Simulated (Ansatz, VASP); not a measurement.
**Si: VASP beside Ansatz**

File INCAR:

```
PREC     = Accurate       # precision mode
ENCUT    = 520            # plane-wave cutoff, eV
EDIFF    = 1E-6           # SCF threshold, eV
ISMEAR   = 0              # smearing method
SIGMA    = 0.03           # smearing width, eV
LREAL    = F              # projectors in reciprocal space
LASPH    = T              # aspherical terms in the spheres
NELM     = 60             # most SCF steps
ALGO     = Normal         # electronic algorithm
ISIF     = 2              # what is computed and relaxed
LWAVE    = F              # write WAVECAR
LCHARG   = F              # write CHGCAR
NBANDS   = 16             # bands
```

The input KPOINTS:

```
Automatic mesh
0
Gamma
  12 12 6
```

The input POSCAR:

```
Si
1.0
    3.6498965202      0.0000000000      0.0000000000
   -1.8249482601      3.1609031077      0.0000000000
    0.0000000000      0.0000000000      6.5406848232
Si
4
Direct
    0.3333333333      0.6666666667      0.0630332891
    0.6666666667      0.3333333333      0.5630332891
    0.3333333333      0.6666666667      0.4369667109
    0.6666666667      0.3333333333      0.9369667109
```

Input for Ansatz:

```yaml
crystal:
  lattice:
    - [3.6498965202, 0.0, 0.0]
    - [-1.8249482601, 3.1609031077, 0.0]
    - [0.0, 0.0, 6.5406848232]
  atoms:
    - { symbol: Si, position: [0.3333333333, 0.6666666667, 0.0630332891] }
    - { symbol: Si, position: [0.6666666667, 0.3333333333, 0.5630332891] }
    - { symbol: Si, position: [0.3333333333, 0.6666666667, 0.4369667109] }
    - { symbol: Si, position: [0.6666666667, 0.3333333333, 0.9369667109] }
basis:
  ecutwfc: 420
kpoints:
  mp_grid: { grid: [12, 12, 6] }
hamiltonian:
  xc: lda
scf:
  occupations: { method: gaussian, width: 0.03 }
output:
  forces: true
  stress: true
  eigenvalues: true
```

Change from the starting cell: strain -0.040 along x and y, +0.040 along z, atoms carried along.

Alike in both runs: task single point; functional LDA; k mesh 12 × 12 × 6; occupations gaussian, width 0.03 eV; no spin polarisation.

```csv
,VASP,Ansatz
version,VASP 6.6.1,Ansatz 0.2.0
potentials or method,"VASP PAW LDA potentials, release 64 (Si), cutoff 520 eV","scalar-relativistic, plane waves, PAW"
valence electrons in the cell,16,16
```

|  | VASP | Ansatz | Ansatz less VASP |
| --- | --- | --- | --- |
| gap on the k mesh at the Fermi level (eV) | 0.35 | 0.35 | +0.003 |
| least direct gap on the mesh (eV) | 0.92 | 0.92 | +0.001 |
| pressure (GPa) | 5.4 | 5.3 | -0.09 |
| traceless stress, the component that is largest in VASP (GPa) | -12.28 | -12.22 | +0.063 |
| rms of the force components (eV/Å) | 0.502 | 0.501 | -0.0012 |

LDA's correlation is that of Perdew and Zunger in VASP and of Perdew and Wang (1992) in Ansatz. Atom by atom the forces differ by 0.001 eV/Å (rms over components).
